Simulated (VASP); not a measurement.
A run of VASP 6.6.1 is set up as follows.

File INCAR:

```
ALGO = Normal
EDIFF = 1E-7
ENCUT = 520
GGA = PE
ISIF = 2
ISMEAR = 0
LASPH = True
LCHARG = True
LELF = True
LREAL = False
LVHAR = True
LWAVE = False
NBANDS = 24
NELM = 60
PREC = Accurate
SIGMA = 0.1
```

KPOINTS

```
k-points
0
Gamma
  18 18 18
```

File POSCAR:

```
TaAs
1.0
   -1.7314520403      1.7314520403      5.8671893744
    1.7314520403     -1.7314520403      5.8671893744
    1.7314520403      1.7314520403     -5.8671893744
Ta As
2 2
Direct
    0.5001746342      1.0001746342      0.5000000000
    0.7501746342      0.7501746342      0.0000000000
    0.0824247858      0.5824247858      0.5000000000
    0.3324247858      0.3324247858      0.0000000000
```

Potentials or basis: VASP PAW PBE potentials, release 64 (Ta_pv, As).

Command:

```bash
$ cat potpaw_PBE.64/Ta_pv/POTCAR potpaw_PBE.64/As/POTCAR > POTCAR
$ mpirun -np 1 vasp_std > vasp.out
```

Q: Predict the pressure.

A: 0.4 GPa.

Q: What does it give for the band gap on the k mesh?

A: Zero (bands 16 and 17 overlap by 0.02 eV).

Stress tensor (GPa, compression positive):
```
0.47 0.00 0.00
0.00 0.47 0.00
0.00 0.00 0.36
```

Caveat: spin-orbit coupling is left out, which moves the levels of the heavy elements.
